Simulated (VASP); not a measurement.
Write the native input for VASP 6.6.1 that does the following.

```yaml
Task: electric field gradients
Functional: PBE
Potentials_or_basis: VASP PAW PBE potentials, release 64 (Sn_d, Te)
Cutoff: 520 eV
k_mesh: 9 × 9 × 9
Occupations: fermi-dirac, width 0.05 eV
Spin: no spin polarisation
Dipole_correction: no
Further_INCAR_settings: ALGO = Normal; EDIFF = 1e-08; NBANDS = 17
```

The structure of SnTe (zincblende type) lies in POSCAR:

```
SnTe
1.0
    0.0000000000      3.6306268013      3.6306268013
    3.6306268013      0.0000000000      3.6306268013
    3.6306268013      3.6306268013      0.0000000000
Sn Te
1 1
Direct
    0.0000000000      0.0000000000      0.0000000000
    0.2500000000      0.2500000000      0.2500000000
```

This cell differs from its parent crystal: volume scaled by 1.02.

The input as run:

INCAR

```
PREC     = Accurate       # precision mode
ENCUT    = 520            # plane-wave cutoff, eV
EDIFF    = 1E-8           # SCF threshold, eV
ISMEAR   = -1             # smearing method
SIGMA    = 0.05           # smearing width, eV
LREAL    = F              # projectors in reciprocal space
LASPH    = T              # aspherical terms in the spheres
NELM     = 100            # most SCF steps
ALGO     = Normal         # electronic algorithm
ISIF     = 2              # what is computed and relaxed
LWAVE    = F              # write WAVECAR
LCHARG   = F              # write CHGCAR
GGA      = PE             # functional
LEFG     = T            
NBANDS   = 17             # bands
```

KPOINTS

```
Automatic mesh
0
Gamma
  9 9 9
```

Potentials or basis: VASP PAW PBE potentials, release 64 (Sn_d, Te).

The run is started by

```bash
$ cat potpaw_PBE.64/Sn_d/POTCAR potpaw_PBE.64/Te/POTCAR > POTCAR
$ mpirun -np 1 vasp_std > vasp.out
```

It gave:

The pressure is -0.5 GPa. The band gap on the k mesh is 0.25 eV, indirect (least direct gap 0.83 eV).

Caveat: without QUAD_EFG the Cq values of the log hold for a quadrupole moment of 1 mb, not for the nuclei; spin-orbit coupling is left out, which moves the levels of the heavy elements.

Run time: 43 s on 1 thread of AMD EPYC 9R45 96-Core Processor (Zen 5) (shared host), peak memory 0.23 GiB.
